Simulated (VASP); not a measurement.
NaH, 2 atoms in the cell. Symmetry: Fm-3m, No. 225, cubic system. The conventional cell has a = 4.795 Å, b = 4.795 Å, c = 4.795 Å, α = 90.00°, β = 90.00°, γ = 90.00°. Within 3.2 Å of Na (site symmetry m-3m) lie 6 H at 2.40 Å. H (site symmetry m-3m) has 6 Na at 2.40 Å within 3.2 Å. 

* Program: VASP 6.6.1
* Task: single point
* Functional: r2SCAN
* Potentials or basis: VASP PAW PBE potentials, release 64 (Na_pv, H)
* Cutoff: 520 eV
* k mesh: 10 × 10 × 10
* Occupations: gaussian, width 0.01 eV
* Spin: no spin polarisation
* Dipole correction: no
* Further INCAR settings: ALGO = Normal; EDIFF = 1e-06; NBANDS = 11

Potentials or basis: VASP PAW PBE potentials, release 64 (Na_pv, H).

Launch:

```bash
$ cat potpaw_PBE.64/Na_pv/POTCAR potpaw_PBE.64/H/POTCAR > POTCAR
$ cp INCAR.step1 INCAR
$ mpirun -np 1 vasp_std > vasp.out
$ cp INCAR.step2 INCAR
$ mpirun -np 1 vasp_std > vasp.out
```

Hardware: 1 thread of Intel(R) Xeon(R) 6975P-C (Granite Rapids), on a shared host.

Question: Estimate the wall time of this run.

Answer: Run time: 29 s on 1 thread of Intel(R) Xeon(R) 6975P-C (Granite Rapids) (shared host), peak memory 0.16 GiB. Counts: k points 47.
